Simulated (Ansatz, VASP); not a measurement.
One calculation of V, two programs

File INCAR:

```
ALGO     = Fast           # electronic algorithm
EDIFF    = 1E-6           # SCF threshold, eV
ENCUT    = 520            # plane-wave cutoff, eV
GGA      = PS             # functional
ISIF     = 2              # what is computed and relaxed
ISMEAR   = -1             # smearing method
ISPIN    = 2              # spin polarisation
LASPH    = True           # aspherical terms in the spheres
LCHARG   = False          # write CHGCAR
LMAXMIX  = 4              # l up to which the mixer works
LORBIT   = 11             # projections on sites
LREAL    = False          # projectors in reciprocal space
LWAVE    = False          # write WAVECAR
MAGMOM   = 2 2            # initial moments
NBANDS   = 24             # bands
NELM     = 150            # most SCF steps
PREC     = Accurate       # precision mode
SIGMA    = 0.05           # smearing width, eV
```

File KPOINTS:

```
k-points
0
Gamma
  12 12 6
```

The input POSCAR:

```
V
1.0
    2.6553716605      0.0000000000      0.0000000000
   -1.3276858302      2.2996193144      0.0000000000
    0.0000000000      0.0000000000      4.8159739502
V
2
Direct
    0.3333333333      0.6666666667      0.2500000000
    0.6666666667      0.3333333333      0.7500000000
```

File input.yaml:

```yaml
crystal:
  lattice:
    - [2.6553716605, 0.0, 0.0]
    - [-1.3276858302, 2.2996193144, 0.0]
    - [0.0, 0.0, 4.8159739502]
  atoms:
    - { symbol: V, position: [0.3333333333, 0.6666666667, 0.25], spin: 2.0 }
    - { symbol: V, position: [0.6666666667, 0.3333333333, 0.75], spin: 2.0 }
hamiltonian:
  xc: pbesol
  pseudopotentials: { kind: paw }
magnetization:
  spin_polarized: true
kpoints:
  mp_grid: { grid: [12, 12, 6] }
scf:
  occupations: { method: fermi_dirac, width: 0.05 }
output:
  forces: true
  stress: true
  eigenvalues: true
```

Alike in both runs: task single point; functional PBEsol; k mesh 12 × 12 × 6; occupations fermi-dirac, width 0.05 eV; collinear spin.

```csv
,VASP,Ansatz
version,VASP 6.6.1,Ansatz 0.2.0
potentials or method,"VASP PAW PBE potentials, release 64 (V_sv)",Ansatz PAW
plane-wave cutoff (eV),520,420
valence electrons in the cell,26,26
```

```csv
,VASP,Ansatz,Ansatz less VASP
gap on the k mesh at the Fermi level (eV),none,none,-
pressure (GPa),-15.2,-15.4,-0.17
"traceless stress, the component that is largest in VASP (GPa)",0.07,0.04,-0.031
net moment per atom (μB),0.00,0.00,0.000
```

VASP's potentials were made for PBE, not for PBEsol. A gap of «none» marks a metal or a gap that the smearing closes.
